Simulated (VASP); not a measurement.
# NbAs (I4_1md) in VASP: a series of runs

The runs below take NbAs through single point, with PBE.

Program: VASP 6.6.1. These are calculated values, not measurements. Logs are shortened: lines on timing, memory, paths and dates and some standing lists are left out, and cuts for length are marked.

### 1 The cell of the first run

The structure is tetragonal, space group I4_1md (No. 109). The conventional cell has a = 3.452 Å, b = 3.452 Å, c = 11.680 Å, α = 90.00°, β = 90.00°, γ = 90.00°. Within 3.4 Å of Nb (site symmetry 2mm) lie 6 As at 2.60 to 2.63 Å and 4 Nb at 3.39 Å. Within 3.4 Å of As (site symmetry 2mm) lie 6 Nb at 2.60 to 2.63 Å and 4 As at 3.39 Å.

### 2 Single point, PBE

File INCAR:

```
  PREC = Accurate
  ENCUT = 520
  EDIFF = 1E-6
  ISMEAR = 0
  SIGMA = 0.1
  LREAL = F
  LASPH = T
  NELM = 60
  ALGO = Normal
  ISIF = 2
  LWAVE = F
  LCHARG = F
  GGA = PE
  NBANDS = 26
```

File KPOINTS:

```
Automatic mesh
0
Gamma
  8 8 8
```

File POSCAR:

```
NbAs
1.0
   -1.7258500000      1.7258500000      5.8400000000
    1.7258500000     -1.7258500000      5.8400000000
    1.7258500000      1.7258500000     -5.8400000000
Nb As
2 2
Direct
    0.7500000000      0.7500000000      0.0000000000
    0.5000000000      0.0000000000      0.5000000000
    0.1660000000      0.1660000000      0.0000000000
    0.9160000000      0.4160000000      0.5000000000
```

Potentials or basis: VASP PAW PBE potentials, release 64 (Nb_sv, As).

On the command line:

```
$ cat potpaw_PBE.64/Nb_sv/POTCAR potpaw_PBE.64/As/POTCAR > POTCAR
$ mpirun -np 1 vasp_std > vasp.out
```

OUTCAR:

```text
PREC = Accurate
   ENCUT = 520
   EDIFF = 1E-6
   ISMEAR = 0
   LREAL = F
   LASPH = T
   NELM = 60
   ISIF = 2
   GGA = PE

 ion  position               nearest neighbor table
   1  0.750  0.750  0.000-   4 2.60   4 2.60   3 2.63   3 2.63   3 2.63   3 2.63
   2  0.500  0.000  0.500-   3 2.60   3 2.60   4 2.63   4 2.63   4 2.63   4 2.63
   3  0.166  0.166  0.000-   2 2.60   2 2.60   1 2.63   1 2.63   1 2.63   1 2.63
   4  0.916  0.416  0.500-   1 2.60   1 2.60   2 2.63   2 2.63   2 2.63   2 2.63

  LATTYP: Found a body centered tetragonal cell.
 ALAT       =     3.4517000000
 C/A-ratio  =     3.3838398470

  Lattice vectors:

 A1 = (  -1.7258500000,   1.7258500000,   5.8400000000)
 A2 = (   1.7258500000,  -1.7258500000,   5.8400000000)
 A3 = (   1.7258500000,   1.7258500000,  -5.8400000000)

Analysis of symmetry for initial positions (statically):
=====================================================================
 Subroutine PRICEL returns:
 Original cell was already a primitive cell.

 Routine SETGRP: Setting up the symmetry group for a
 body centered tetragonal supercell.

 Subroutine GETGRP returns: Found  8 space group operations
 (whereof  4 operations were pure point group operations)
 out of a pool of 16 trial point group operations.

The static configuration has the point symmetry C_2v.
 The point group associated with its full space group is C_4v.

Analysis of symmetry for dynamics (positions and initial velocities):
=====================================================================
 Subroutine PRICEL returns:
 Original cell was already a primitive cell.

 Routine SETGRP: Setting up the symmetry group for a
 body centered tetragonal supercell.

 Subroutine GETGRP returns: Found  8 space group operations
 (whereof  4 operations were pure point group operations)
 out of a pool of 16 trial point group operations.

The dynamic configuration has the point symmetry C_2v.
 The point group associated with its full space group is C_4v.

 Subroutine INISYM returns: Found  8 space group operations
 (whereof  4 operations are pure point group operations),
 and found     1 'primitive' translations

----------------------------------------------------------------------------------------

                                     Primitive cell

  volume of cell :      69.5791

  direct lattice vectors                    reciprocal lattice vectors
    -1.725850000  1.725850000  5.840000000     0.000000000  0.289712316  0.085616438
     1.725850000 -1.725850000  5.840000000     0.289712316  0.000000000  0.085616438
     1.725850000  1.725850000 -5.840000000     0.289712316  0.289712316  0.000000000

  length of vectors
     6.329511549  6.329511549  6.329511549     0.302098329  0.302098329  0.409715086

  position of ions in fractional coordinates (direct lattice)
     0.750000000  0.750000000  0.000000000
     0.500000000  0.000000000  0.500000000
     0.166000000  0.166000000  0.000000000
     0.916000000  0.416000000  0.500000000

  ion indices of the primitive-cell ions
   primitive index   ion index
                 1           1
                 2           2
                 3           3
                 4           4

----------------------------------------------------------------------------------------

 KPOINTS: Automatic mesh

Automatic generation of k-mesh.
 Grid dimensions read from file:
 generate k-points for:    8    8    8

 Generating k-lattice:

  Cartesian coordinates                     Fractional coordinates (reciprocal lattice)
     0.000000000  0.036214039  0.010702055     0.125000000 -0.000000000  0.000000000
     0.036214039  0.000000000  0.010702055    -0.000000000  0.125000000  0.000000000
     0.036214039  0.036214039  0.000000000     0.000000000  0.000000000  0.125000000

  Length of vectors
     0.037762291  0.037762291  0.051214386

  Shift w.r.t. Gamma in fractional coordinates (k-lattice)
     0.000000000  0.000000000  0.000000000

 Subroutine IBZKPT returns following result:
 ===========================================

 Found     59 irreducible k-points:

 Following reciprocal coordinates:
            Coordinates               Weight
  0.000000  0.000000  0.000000      1.000000
  0.125000 -0.000000  0.000000      8.000000
  0.250000 -0.000000  0.000000      8.000000
  0.375000 -0.000000  0.000000      8.000000
  0.500000 -0.000000  0.000000      4.000000
  0.125000  0.125000  0.000000      8.000000
[... 16 lines left out ...]
  0.250000  0.125000  0.125000     16.000000
  0.375000  0.125000  0.125000      8.000000
 [... further k-points ...]
   k-points           NKPTS =     59   k-points in BZ     NKDIM =     59   number of bands    NBANDS=     26
   number of dos      NEDOS =    301   number of ions     NIONS =      4
   total plane-waves  NPLWV = 110592
   dimension x,y,z NGX =    48 NGY =   48 NGZ =   48
   dimension x,y,z NGXF=    96 NGYF=   96 NGZF=   96
   ions per type =               2   2
   NGX,Y,Z   is equivalent  to a cutoff of  12.61, 12.61, 12.61 a.u.
   NGXF,Y,Z  is equivalent  to a cutoff of  25.21, 25.21, 25.21 a.u.
 SYSTEM =  unknown system
   PREC   = accura    normal or accurate (medium, high low for compatibility)
   ISTART =      0    job   : 0-new  1-cont  2-samecut
   ICHARG =      2    charge: 1-file 2-atom 10-const
   ISPIN  =      1    spin polarized calculation?
   LNONCOLLINEAR =      F non collinear calculations
   LSORBIT =      F    spin-orbit coupling
   LASPH  =      T    aspherical Exc in radial PAW
   ENCUT  =  520.0 eV  38.22 Ry    6.18 a.u.  11.77 11.77 11.77*2*pi/ulx,y,z
   NELM   =     60;   NELMIN=  2; NELMDL= -5     # of ELM steps
   EDIFF  = 0.1E-05   stopping-criterion for ELM
   LREAL  =      F    real-space projection
   EDIFFG = 0.1E-04   stopping-criterion for IOM
   NSW    =      0    number of steps for IOM
   IBRION =     -1    ionic relax: 0-MD 1-quasi-New 2-CG
   NFREE  =      0    steps in history (QN), initial steepest desc. (CG)
   ISIF   =      2    stress and relaxation
   ISYM   =      2    0-nonsym 1-usesym 2-fastsym
   POTIM  = 0.5000    time-step for ionic-motion
   TEBEG  =    0.0;   TEEND  =   0.0 temperature during run
   PSTRESS=    0.0 pullay stress
   NELECT =      36.0000    total number of electrons
   NUPDOWN=      -1.0000    fix difference up-down
   EMIN   =  10.00;   EMAX   =-10.00  energy-range for DOS
   EFERMI =   0.00;   METHOD = LEGACY
   ISMEAR =     0;   SIGMA  =   0.10  broadening in eV -4-tet -1-fermi 0-gaus
   EFERMI_NEDOS =   21; number of points for ismear=-14 and -15
   IALGO  =     38    algorithm
   IMIX   =      4    mixing-type and parameters
     AMIX     =   0.40;   BMIX     =  1.00
     AMIX_MAG =   1.60;   BMIX_MAG =  1.00
  volume/ion in A,a.u.               =      17.39       117.39
  Fermi-wavevector in a.u.,A,eV,Ry     =   1.314264  2.483599 23.501213  1.727290
  Thomas-Fermi vector in A             =   2.444529
   LORBIT       =      0    0 simple, 1 ext, 2 COOP (PROOUT), +10 PAW based schemes
   GGA     = PE    functional components
   LHFCALC =     F    Hartree Fock is set to
   AEXX    =    0.0000 exact exchange contribution
   IVDW    =     0    specifies the selected vdW correction
   LEPSILON=     F    determine dielectric tensor
   LRPA    =     F    only Hartree local field effects (RPA)
 non-spin polarized calculation
 Gauss-broadening in eV      SIGMA  =   0.10
  energy-cutoff  :      520.00
  volume of cell :       69.58
 maximum number of plane-waves:      1894
   NGX = 23   NGY = 23   NGZ = 23

 number of electron      35.9999999 magnetization

 Free energy of the ion-electron system (eV)
  ---------------------------------------------------
  ext. energy  EPLUGINS =         0.00000000
  ---------------------------------------------------
  free energy    TOTEN  =       -32.49861064 eV

  energy without entropy =      -32.49290927  energy(sigma->0) =      -32.49575995

 E-fermi :   9.6542     XC(G=0): -11.8491

 val. band max:        9.6316078119   @ k =  -0.1250   0.3750   0.1250
 cond. band min:       9.6597838186   @ k =  -0.2500   0.5000   0.2500
 fundamental gap:      0.0281760067
 Fermi energy:         9.6541561776

 k-point     1 :       0.0000    0.0000    0.0000
  band No.  band energies     occupation
      1     -45.4848      2.00000
      2     -45.4563      2.00000
      3     -21.7027      2.00000
      4     -21.5960      2.00000
      5     -21.5960      2.00000
      6     -21.4373      2.00000
[... 18 lines left out ...]
     25      13.6101      0.00000
     26      13.6106      0.00000

 k-point     2 :       0.1250   -0.0000    0.0000
  band No.  band energies     occupation
      1     -45.4822      2.00000
      2     -45.4554      2.00000
      3     -21.6931      2.00000
      4     -21.6249      2.00000
      5     -21.5933      2.00000
      6     -21.4666      2.00000
[... 18 lines left out ...]
     25      13.8012      0.00000
     26      14.2063      0.00000

 k-point     3 :       0.2500   -0.0000    0.0000
  band No.  band energies     occupation
      1     -45.4758      2.00000
      2     -45.4534      2.00000
      3     -21.7166      2.00000
      4     -21.6463      2.00000
      5     -21.5866      2.00000
      6     -21.5306      2.00000
[... 18 lines left out ...]
     25      14.0869      0.00000
     26      15.2694      0.00000

 k-point     4 :       0.3750   -0.0000    0.0000
  band No.  band energies     occupation
      1     -45.4689      2.00000
      2     -45.4520      2.00000
      3     -21.7871      2.00000
      4     -21.6332      2.00000
      5     -21.5798      2.00000
      6     -21.5720      2.00000
[... 18 lines left out ...]
     25      14.1075      0.00000
     26      15.7948      0.00000

 k-point     5 :       0.5000   -0.0000    0.0000
  band No.  band energies     occupation
      1     -45.4657      2.00000
      2     -45.4517      2.00000
      3     -21.8174      2.00000
      4     -21.6454      2.00000
      5     -21.5770      2.00000
      6     -21.5657      2.00000
[... 18 lines left out ...]
     25      14.4560      0.00000
     26      15.7409      0.00000

 k-point     6 :       0.1250    0.1250    0.0000
  band No.  band energies     occupation
      1     -45.4792      2.00000
      2     -45.4549      2.00000
      3     -21.6797      2.00000
      4     -21.6279      2.00000
      5     -21.6159      2.00000
      6     -21.4668      2.00000
[... 427 lines left out ...]
 k-point    21 :       0.5000    0.5000    0.0000
  band No.  band energies     occupation
      1     -45.4470      2.00000
      2     -45.4470      2.00000
      3     -21.7797      2.00000
      4     -21.7797      2.00000
      5     -21.6004      2.00000
      6     -21.6004      2.00000
[... 18 lines left out ...]
     25      15.0615      0.00000
     26      15.2008      0.00000

 k-point    22 :       0.1250    0.1250    0.1250
  band No.  band energies     occupation
      1     -45.4680      2.00000
      2     -45.4495      2.00000
      3     -21.7016      2.00000
      4     -21.6969      2.00000
      5     -21.6099      2.00000
      6     -21.5274      2.00000
[... 18 lines left out ...]
     25      13.8502      0.00000
     26      15.1400      0.00000

 k-point    23 :       0.2500    0.1250    0.1250
  band No.  band energies     occupation
      1     -45.4611      2.00000
      2     -45.4481      2.00000
      3     -21.7693      2.00000
      4     -21.6885      2.00000
      5     -21.6033      2.00000
      6     -21.5561      2.00000
[... 18 lines left out ...]
     25      14.1602      0.00000
     26      15.3303      0.00000

 k-point    24 :       0.3750    0.1250    0.1250
  band No.  band energies     occupation
      1     -45.4578      2.00000
      2     -45.4479      2.00000
      3     -21.7986      2.00000
      4     -21.6846      2.00000
      5     -21.6199      2.00000
      6     -21.5466      2.00000
[... 18 lines left out ...]
     25      14.1131      0.00000
     26      15.5690      0.00000

 [... further k-points ...]
[... 5 lines left out ...]
  --------------------------------------------------------------------------------------
  -------------------------------------------------------------------------------------
  Total        1.3301685      1.3301685      1.6919416      0.0000000      0.0000000      0.0000000
  in kB       30.6293864     30.6293864     38.9598261      0.0000000      0.0000000      0.0000000
  external PRESSURE =      33.4061997 kB  Pullay stress =       0.0000000 kB

 VOLUME and BASIS-vectors are now :
 -----------------------------------------------------------------------------
  energy-cutoff  :      520.00
  volume of cell :       69.58
      direct lattice vectors                 reciprocal lattice vectors
    -1.725850000  1.725850000  5.840000000     0.000000000  0.289712316  0.085616438
     1.725850000 -1.725850000  5.840000000     0.289712316  0.000000000  0.085616438
     1.725850000  1.725850000 -5.840000000     0.289712316  0.289712316  0.000000000

 POSITION                                       TOTAL-FORCE (eV/Angst)
 -----------------------------------------------------------------------------------
      0.00000      0.00000      8.76000        -0.000000      0.000000     -0.298529
      0.00000      1.72585      0.00000         0.000000     -0.000000     -0.298529
      0.00000      0.00000      1.93888        -0.000000     -0.000000      0.298529
      0.00000      1.72585      4.85888        -0.000000     -0.000000      0.298529
 -----------------------------------------------------------------------------------
    total drift:                               -0.000000     -0.000000      0.000058

  FREE ENERGIE OF THE ION-ELECTRON SYSTEM (eV)
  ---------------------------------------------------
  free  energy   TOTEN  =       -32.4986106389 eV

  energy  without entropy=      -32.4929092689  energy(sigma->0) =      -32.49575995
```

It took 3.4 min on 1 thread of Intel Xeon Platinum 8488C (Sapphire Rapids), shared host; peak memory 0.36 GiB.

Results:

- Free energy: -32.4986 eV
- Pressure: 3.3 GPa
- Largest force: 0.299 eV/Å
- Band gap on the k mesh: zero (band 18 reaches 9.66 eV, above the bottom of band 19 at 9.63 eV)

Forces in eV/Å, atoms in the order of the input:
```
Nb   0.000  0.000 -0.299
Nb   0.000  0.000 -0.299
As   0.000  0.000  0.299
As   0.000  0.000  0.299
```

### 3 Single point, PBE

This run uses another cell than the first one, of 17.72 Å³/atom, 1.019 times its volume.

File INCAR:

```
ALGO = Normal
EDIFF = 1E-6
ENCUT = 520
GGA = PE
ISIF = 2
ISMEAR = 0
LASPH = T
LCHARG = F
LREAL = F
LWAVE = F
NBANDS = 26
NELM = 60
PREC = Accurate
SIGMA = 0.1
```

File KPOINTS:

```
k-points
0
Gamma
  18 18 18
```

File POSCAR:

```
NbAs
1.0
   -1.7366847619      1.7366847619      5.8752015295
    1.7366847619     -1.7366847619      5.8752015295
    1.7366847619      1.7366847619     -5.8752015295
Nb As
2 2
Direct
    0.7489025005      0.7489025005      0.0000000000
    0.4989025005     -0.0010974995      0.5000000000
    0.1670974995      0.1670974995      0.0000000000
    0.9170974995      0.4170974995      0.5000000000
```

Potentials or basis: VASP PAW PBE potentials, release 64 (Nb_sv, As).

On the command line:

```
$ cat potpaw_PBE.64/Nb_sv/POTCAR potpaw_PBE.64/As/POTCAR > POTCAR
$ mpirun -np 1 vasp_std > vasp.out
```

It took 54 min on 1 thread of AMD EPYC 7R43 (Zen 3), shared host; peak memory 0.88 GiB.

It converged, with:

* Free energy: -32.5343 eV
* Pressure: 0.0 GPa
* Band gap on the k mesh: zero (band 18 reaches 9.47 eV, above the bottom of band 19 at 9.40 eV)

Forces in eV/Å, atoms in the order of the input:
```
Nb   0.000  0.000 -0.002
Nb   0.000  0.000 -0.002
As   0.000  0.000  0.002
As   0.000  0.000  0.002
```

Levels at points of the mesh, in eV from the Fermi level:
```csv
k point,band 14,band 15,band 16,band 17,band 18,band 19,band 20,band 21,band 22,band 23
"(0.00, 0.00, 0.00)",-2.18,-2.00,-1.65,-1.36,-1.36,0.68,1.23,2.38,2.91,2.91
"(0.50, 0.00, 0.00)",-3.13,-2.22,-1.78,-1.36,-0.08,0.06,1.16,2.07,2.22,2.68
"(0.50, 0.50, 0.00)",-4.58,-2.77,-2.77,-0.60,-0.60,2.35,2.35,2.60,2.60,3.45
"(0.50, 0.50, 0.50)",-2.59,-2.45,-2.45,-0.55,-0.55,0.94,0.94,1.89,1.89,3.10
```
